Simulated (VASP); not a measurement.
A run of VASP 6.6.1:

The input INCAR:

```
SYSTEM = Na2BrF
PREC = Accurate ; ENCUT = 520
EDIFF = 1E-6 ; ISMEAR = 0
SIGMA = 0.01 ; LREAL = .False.
LASPH = .True. ; NELM = 80
ALGO = Normal ; ISIF = 2
LWAVE = .False. ; LCHARG = .True.
GGA = PE ; LELF = .True.
LVHAR = .True. ; NBANDS = 22
```

KPOINTS

```
Automatic mesh
0
Gamma
  6 6 6
  0 0 0
```

POSCAR

```
Na2BrF
1.0
    1.9076775176      1.1013981283      6.2839191674
   -1.9076775176      1.1013981283      6.2839191674
    0.0000000000     -2.2027962567      6.2839191674
F Br Na
1 1 2
Direct
    1.0000000000      0.0000000000      0.0000000000
    0.5000000000      0.5000000000      0.5000000000
    0.2662509617      0.2662509617      0.2662509617
    0.7337490383      0.7337490383      0.7337490383
```

Potentials or basis: VASP PAW PBE potentials, release 64 (F, Br, Na_pv).

The run is started by

```sh
$ cat potpaw_PBE.64/F/POTCAR potpaw_PBE.64/Br/POTCAR potpaw_PBE.64/Na_pv/POTCAR > POTCAR
$ mpirun -np 1 vasp_std > vasp.out
```

Hardware: 1 thread of Intel(R) Xeon(R) Platinum 8488C (Sapphire Rapids) (shared host).

Q: How long does it take, and how much memory?

A: Run time: 2.3 min on 1 thread of Intel(R) Xeon(R) Platinum 8488C (Sapphire Rapids), with other jobs on the host, peak memory 0.35 GiB. Counts: scf iterations 13, k points 32.
